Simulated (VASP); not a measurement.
# SiO2 (P4_12_12) in VASP: single point with PBE

Aim: the single point of SiO2 with PBE.

Everything below comes from runs of VASP 6.6.1. Logs are shortened: lines on timing, memory, paths and dates and some standing lists are left out, and cuts for length are marked.

**1. The cell of the first run**

The structure is tetragonal, space group P4_12_12 (No. 92). The conventional cell has a = 4.979 Å, b = 4.979 Å, c = 6.950 Å, α = 90.00°, β = 90.00°, γ = 90.00°. Si (site symmetry 2) has 4 O at 1.62 to 1.63 Å within 2.2 Å. Within 2.2 Å of O (site symmetry 1) lie 2 Si at 1.62 to 1.63 Å.

**2. Single point, PBE**

Input file INCAR:

```
PREC = Accurate ; ENCUT = 520
EDIFF = 1E-6 ; ISMEAR = -1
SIGMA = 0.02 ; LREAL = F
LASPH = T ; NELM = 60
ALGO = Normal ; ISIF = 2
LWAVE = F ; LCHARG = F
GGA = PE ; NBANDS = 44
```

Input file KPOINTS:

```
Automatic mesh
0
Gamma
  5 5 4
```

Input file POSCAR:

```
SiO2
1.0
    4.9790000000      0.0000000000      0.0000000000
    0.0000000000      4.9790000000      0.0000000000
    0.0000000000      0.0000000000      6.9500000000
Si O
4 8
Direct
    0.3044023937      0.3044023937      0.0000000000
    0.1955976063      0.8044023937      0.2500000000
    0.6955976063      0.6955976063      0.5000000000
    0.8044023937      0.1955976063      0.7500000000
    0.2371047374      0.1148382698      0.1842518061
    0.3851617302      0.7371047374      0.4342518061
    0.7628952626      0.8851617302      0.6842518061
    0.6148382698      0.2628952626      0.9342518061
    0.7371047374      0.3851617302      0.5657481939
    0.8851617302      0.7628952626      0.3157481939
    0.2628952626      0.6148382698      0.0657481939
    0.1148382698      0.2371047374      0.8157481939
```

Potentials or basis: VASP PAW PBE potentials, release 64 (Si, O).

Command:

```sh
cat potpaw_PBE.64/Si/POTCAR potpaw_PBE.64/O/POTCAR > POTCAR
mpirun -np 1 vasp_std > vasp.out
```

OUTCAR:

```text
PREC = Accurate
   ENCUT = 520
   EDIFF = 1E-6
   ISMEAR = -1
   LREAL = F
   LASPH = T
   NELM = 60
   ISIF = 2
   GGA = PE

 ion  position               nearest neighbor table
   1  0.304  0.304  0.000-   8 1.62  11 1.62   5 1.63  12 1.63   2 3.08   4 3.08   2 3.08   4 3.08

   2  0.196  0.804  0.250-   5 1.62  10 1.62   6 1.63  11 1.63   1 3.08   3 3.08   1 3.08   3 3.08

   3  0.696  0.696  0.500-   6 1.62   9 1.62   7 1.63  10 1.63   2 3.08   4 3.08   4 3.08   2 3.08

   4  0.804  0.196  0.750-   7 1.62  12 1.62   9 1.63   8 1.63   1 3.08   3 3.08   3 3.08   1 3.08

   5  0.237  0.115  0.184-   2 1.62   1 1.63
   6  0.385  0.737  0.434-   3 1.62   2 1.63
   7  0.763  0.885  0.684-   4 1.62   3 1.63
   8  0.615  0.263  0.934-   1 1.62   4 1.63
   9  0.737  0.385  0.566-   3 1.62   4 1.63
  10  0.885  0.763  0.316-   2 1.62   3 1.63
  11  0.263  0.615  0.066-   1 1.62   2 1.63
  12  0.115  0.237  0.816-   4 1.62   1 1.63

  LATTYP: Found a simple tetragonal cell.
 ALAT       =     4.9790000000
 C/A-ratio  =     1.3958626230

  Lattice vectors:

 A1 = (   4.9790000000,   0.0000000000,   0.0000000000)
 A2 = (   0.0000000000,   4.9790000000,   0.0000000000)
 A3 = (   0.0000000000,   0.0000000000,   6.9500000000)

Analysis of symmetry for initial positions (statically):
=====================================================================
 Subroutine PRICEL returns:
 Original cell was already a primitive cell.

 Routine SETGRP: Setting up the symmetry group for a
 simple tetragonal supercell.

 Subroutine GETGRP returns: Found  8 space group operations
 (whereof  2 operations were pure point group operations)
 out of a pool of 16 trial point group operations.

The static configuration has the point symmetry C_2 .
 The point group associated with its full space group is D_4 .

Analysis of symmetry for dynamics (positions and initial velocities):
=====================================================================
 Subroutine PRICEL returns:
 Original cell was already a primitive cell.

 Routine SETGRP: Setting up the symmetry group for a
 simple tetragonal supercell.

 Subroutine GETGRP returns: Found  8 space group operations
 (whereof  2 operations were pure point group operations)
 out of a pool of 16 trial point group operations.

The dynamic configuration has the point symmetry C_2 .
 The point group associated with its full space group is D_4 .

 Subroutine INISYM returns: Found  8 space group operations
 (whereof  2 operations are pure point group operations),
 and found     1 'primitive' translations

----------------------------------------------------------------------------------------

                                     Primitive cell

  volume of cell :     172.2936

  direct lattice vectors                    reciprocal lattice vectors
     4.979000000  0.000000000  0.000000000     0.200843543  0.000000000  0.000000000
     0.000000000  4.979000000  0.000000000     0.000000000  0.200843543  0.000000000
     0.000000000  0.000000000  6.950000000     0.000000000  0.000000000  0.143884892

  length of vectors
     4.979000000  4.979000000  6.950000000     0.200843543  0.200843543  0.143884892

  position of ions in fractional coordinates (direct lattice)
     0.304402394  0.304402394  0.000000000
     0.195597606  0.804402394  0.250000000
     0.695597606  0.695597606  0.500000000
     0.804402394  0.195597606  0.750000000
     0.237104737  0.114838270  0.184251806
     0.385161730  0.737104737  0.434251806
     0.762895263  0.885161730  0.684251806
     0.614838270  0.262895263  0.934251806
     0.737104737  0.385161730  0.565748194
     0.885161730  0.762895263  0.315748194
     0.262895263  0.614838270  0.065748194
     0.114838270  0.237104737  0.815748194

  ion indices of the primitive-cell ions
   primitive index   ion index
                 1           1
                 2           2
                 3           3
                 4           4
                 5           5
                 6           6
                 7           7
                 8           8
                 9           9
                10          10
                11          11
                12          12

----------------------------------------------------------------------------------------

 KPOINTS: Automatic mesh

Automatic generation of k-mesh.
 Grid dimensions read from file:
 generate k-points for:    5    5    4

 Generating k-lattice:

  Cartesian coordinates                     Fractional coordinates (reciprocal lattice)
     0.040168709  0.000000000  0.000000000     0.200000000  0.000000000  0.000000000
     0.000000000  0.040168709  0.000000000     0.000000000  0.200000000  0.000000000
     0.000000000  0.000000000  0.035971223     0.000000000  0.000000000  0.250000000

  Length of vectors
     0.040168709  0.040168709  0.035971223

  Shift w.r.t. Gamma in fractional coordinates (k-lattice)
     0.000000000  0.000000000  0.000000000

 Subroutine IBZKPT returns following result:
 ===========================================

 Found     18 irreducible k-points:

 Following reciprocal coordinates:
            Coordinates               Weight
  0.000000  0.000000  0.000000      1.000000
  0.200000  0.000000  0.000000      4.000000
  0.400000  0.000000  0.000000      4.000000
  0.200000  0.200000  0.000000      4.000000
  0.400000  0.200000  0.000000      8.000000
  0.400000  0.400000  0.000000      4.000000
[... 10 lines left out ...]
  0.400000  0.200000  0.500000      8.000000
  0.400000  0.400000  0.500000      4.000000
   k-points           NKPTS =     18   k-points in BZ     NKDIM =     18   number of bands    NBANDS=     44
   number of dos      NEDOS =    301   number of ions     NIONS =     12
   total plane-waves  NPLWV =  86400
   dimension x,y,z NGX =    40 NGY =   40 NGZ =   54
   dimension x,y,z NGXF=    80 NGYF=   80 NGZF=  108
   ions per type =               4   8
   NGX,Y,Z   is equivalent  to a cutoff of  13.36, 13.36, 12.92 a.u.
   NGXF,Y,Z  is equivalent  to a cutoff of  26.71, 26.71, 25.83 a.u.
 SYSTEM =  unknown system
   PREC   = accura    normal or accurate (medium, high low for compatibility)
   ISTART =      0    job   : 0-new  1-cont  2-samecut
   ICHARG =      2    charge: 1-file 2-atom 10-const
   ISPIN  =      1    spin polarized calculation?
   LNONCOLLINEAR =      F non collinear calculations
   LSORBIT =      F    spin-orbit coupling
   LASPH  =      T    aspherical Exc in radial PAW
   ENCUT  =  520.0 eV  38.22 Ry    6.18 a.u.   9.26  9.26 12.92*2*pi/ulx,y,z
   NELM   =     60;   NELMIN=  2; NELMDL= -5     # of ELM steps
   EDIFF  = 0.1E-05   stopping-criterion for ELM
   LREAL  =      F    real-space projection
   EDIFFG = 0.1E-04   stopping-criterion for IOM
   NSW    =      0    number of steps for IOM
   IBRION =     -1    ionic relax: 0-MD 1-quasi-New 2-CG
   NFREE  =      0    steps in history (QN), initial steepest desc. (CG)
   ISIF   =      2    stress and relaxation
   ISYM   =      2    0-nonsym 1-usesym 2-fastsym
   POTIM  = 0.5000    time-step for ionic-motion
   TEBEG  =    0.0;   TEEND  =   0.0 temperature during run
   PSTRESS=    0.0 pullay stress
   NELECT =      64.0000    total number of electrons
   NUPDOWN=      -1.0000    fix difference up-down
   EMIN   =  10.00;   EMAX   =-10.00  energy-range for DOS
   EFERMI =   0.00;   METHOD = LEGACY
   ISMEAR =    -1;   SIGMA  =   0.02  broadening in eV -4-tet -1-fermi 0-gaus
   EFERMI_NEDOS =   21; number of points for ismear=-14 and -15
   IALGO  =     38    algorithm
   IMIX   =      4    mixing-type and parameters
     AMIX     =   0.40;   BMIX     =  1.00
     AMIX_MAG =   1.60;   BMIX_MAG =  1.00
  volume/ion in A,a.u.               =      14.36        96.89
  Fermi-wavevector in a.u.,A,eV,Ry     =   1.176825  2.223876 18.842934  1.384917
  Thomas-Fermi vector in A             =   2.313182
   LORBIT       =      0    0 simple, 1 ext, 2 COOP (PROOUT), +10 PAW based schemes
   GGA     = PE    functional components
   LHFCALC =     F    Hartree Fock is set to
   AEXX    =    0.0000 exact exchange contribution
   IVDW    =     0    specifies the selected vdW correction
   LEPSILON=     F    determine dielectric tensor
   LRPA    =     F    only Hartree local field effects (RPA)
 non-spin polarized calculation
  energy-cutoff  :      520.00
  volume of cell :      172.29
 maximum number of plane-waves:      4668
 NGX is ok and might be reduce to    40
   NGX = 19   NGY = 19   NGZ = 25

 number of electron      64.0000009 magnetization

 Free energy of the ion-electron system (eV)
  ---------------------------------------------------
  ext. energy  EPLUGINS =         0.00000000
  ---------------------------------------------------
  free energy    TOTEN  =       -94.89714675 eV

  energy without entropy =      -94.89714675  energy(sigma->0) =      -94.89714675

 E-fermi :   0.5847     XC(G=0):  -8.4545

 val. band max:        0.1088024320   @ k =   0.0000   0.0000   0.0000
 cond. band min:       5.7236876621   @ k =   0.0000   0.0000   0.0000
 fundamental gap:      5.6148852301
 Fermi energy:         0.5846991313

 k-point     1 :       0.0000    0.0000    0.0000
  band No.  band energies     occupation
      1     -19.2426      2.00000
      2     -18.3587      2.00000
      3     -18.3587      2.00000
      4     -17.2353      2.00000
      5     -17.1664      2.00000
      6     -17.1660      2.00000
[... 36 lines left out ...]
     43      11.3833      0.00000
     44      11.7671      0.00000

 k-point     2 :       0.2000    0.0000    0.0000
  band No.  band energies     occupation
      1     -19.1603      2.00000
      2     -18.4389      2.00000
      3     -18.2616      2.00000
      4     -17.2975      2.00000
      5     -17.2400      2.00000
      6     -17.1922      2.00000
[... 36 lines left out ...]
     43      11.3737      0.00000
     44      11.5093      0.00000

 k-point     3 :       0.4000    0.0000    0.0000
  band No.  band energies     occupation
      1     -18.9396      2.00000
      2     -18.6605      2.00000
      3     -17.9936      2.00000
      4     -17.6284      2.00000
      5     -17.2463      2.00000
      6     -17.2338      2.00000
[... 36 lines left out ...]
     43      10.8989      0.00000
     44      11.4993      0.00000

 k-point     4 :       0.2000    0.2000    0.0000
  band No.  band energies     occupation
      1     -19.0769      2.00000
      2     -18.3464      2.00000
      3     -18.3397      2.00000
      4     -17.4081      2.00000
      5     -17.2440      2.00000
      6     -17.1938      2.00000
[... 600 lines left out ...]
     43      11.1531      0.00000
     44      11.1531      0.00000

 k-point    17 :       0.4000    0.2000    0.5000
  band No.  band energies     occupation
      1     -18.7347      2.00000
      2     -18.7347      2.00000
      3     -17.8865      2.00000
      4     -17.8865      2.00000
      5     -17.2291      2.00000
      6     -17.2291      2.00000
[... 36 lines left out ...]
     43      11.3214      0.00000
     44      11.3222      0.00000

 k-point    18 :       0.4000    0.4000    0.5000
  band No.  band energies     occupation
      1     -18.5293      2.00000
      2     -18.5293      2.00000
      3     -18.0942      2.00000
      4     -18.0942      2.00000
      5     -17.2399      2.00000
      6     -17.2399      2.00000
[... 36 lines left out ...]
     43      10.6934      0.00000
     44      10.6934      0.00000

------------------------ aborting loop because EDIFF is reached ----------------------------------------

  FORCE on cell =-STRESS in cart. coord.  units (eV):
  Direction    XX          YY          ZZ          XY          YZ          ZX
  --------------------------------------------------------------------------------------
  -------------------------------------------------------------------------------------
  Total        1.5131041      1.5131041      0.9864608      0.0000000      0.0000000      0.0000000
  in kB       14.0705259     14.0705259      9.1732108      0.0000000      0.0000000      0.0000000
  external PRESSURE =      12.4380875 kB  Pullay stress =       0.0000000 kB

 VOLUME and BASIS-vectors are now :
 -----------------------------------------------------------------------------
  energy-cutoff  :      520.00
  volume of cell :      172.29
      direct lattice vectors                 reciprocal lattice vectors
     4.979000000  0.000000000  0.000000000     0.200843543  0.000000000  0.000000000
     0.000000000  4.979000000  0.000000000     0.000000000  0.200843543  0.000000000
     0.000000000  0.000000000  6.950000000     0.000000000  0.000000000  0.143884892

 POSITION                                       TOTAL-FORCE (eV/Angst)
 -----------------------------------------------------------------------------------
      1.51562      1.51562      0.00000         0.014167      0.014167     -0.000000
      0.97388      4.00512      1.73750        -0.014167      0.014167     -0.000000
      3.46338      3.46338      3.47500        -0.014167     -0.014167     -0.000000
      4.00512      0.97388      5.21250         0.014167     -0.014167     -0.000000
      1.18054      0.57178      1.28055         0.001661      0.003115     -0.005177
      1.91772      3.67004      3.01805        -0.003115      0.001661     -0.005177
      3.79846      4.40722      4.75555        -0.001661     -0.003115     -0.005177
      3.06128      1.30896      6.49305         0.003115     -0.001661     -0.005177
      3.67004      1.91772      3.93195         0.001661     -0.003115      0.005177
      4.40722      3.79846      2.19445        -0.003115     -0.001661      0.005177
      1.30896      3.06128      0.45695        -0.001661      0.003115      0.005177
      0.57178      1.18054      5.66945         0.003115      0.001661      0.005177
 -----------------------------------------------------------------------------------
    total drift:                               -0.000000      0.000000      0.000000

  FREE ENERGIE OF THE ION-ELECTRON SYSTEM (eV)
  ---------------------------------------------------
  free  energy   TOTEN  =       -94.8971467476 eV

  energy  without entropy=      -94.8971467476  energy(sigma->0) =      -94.89714675
```

Wall time 82 s (1 thread of Intel Xeon Platinum 8488C (Sapphire Rapids), shared host); peak memory 0.3 GiB.

What came out:

```yaml
Free_energy: -94.8971 eV
Pressure: 1.2 GPa
Largest_force: 0.020 eV/Å
Band_gap_on_the_k_mesh: 5.61 eV
```

Forces on the atoms (eV/Å):
```
Si   0.014  0.014  0.000
Si  -0.014  0.014  0.000
Si  -0.014 -0.014  0.000
Si   0.014 -0.014  0.000
O    0.002  0.003 -0.005
O   -0.003  0.002 -0.005
O   -0.002 -0.003 -0.005
O    0.003 -0.002 -0.005
O    0.002 -0.003  0.005
O   -0.003 -0.002  0.005
O   -0.002  0.003  0.005
O    0.003  0.002  0.005
```

Levels at points of the mesh, in eV from the valence-band top:
| k point | band 28 | band 29 | band 30 | band 31 | band 32 | band 33 | band 34 | band 35 | band 36 | band 37 |
| --- | --- | --- | --- | --- | --- | --- | --- | --- | --- | --- |
| (0.00, 0.00, 0.00) | -1.24 | -0.67 | -0.34 | -0.34 | 0.00 | 5.61 | 8.75 | 8.75 | 9.16 | 9.16 |
| (0.00, 0.00, 0.50) | -0.87 | -0.55 | -0.55 | -0.37 | -0.37 | 6.88 | 6.88 | 9.29 | 9.29 | 9.61 |

Caveat: an odd mesh through Γ misses points on the zone boundary, where band edges can lie.
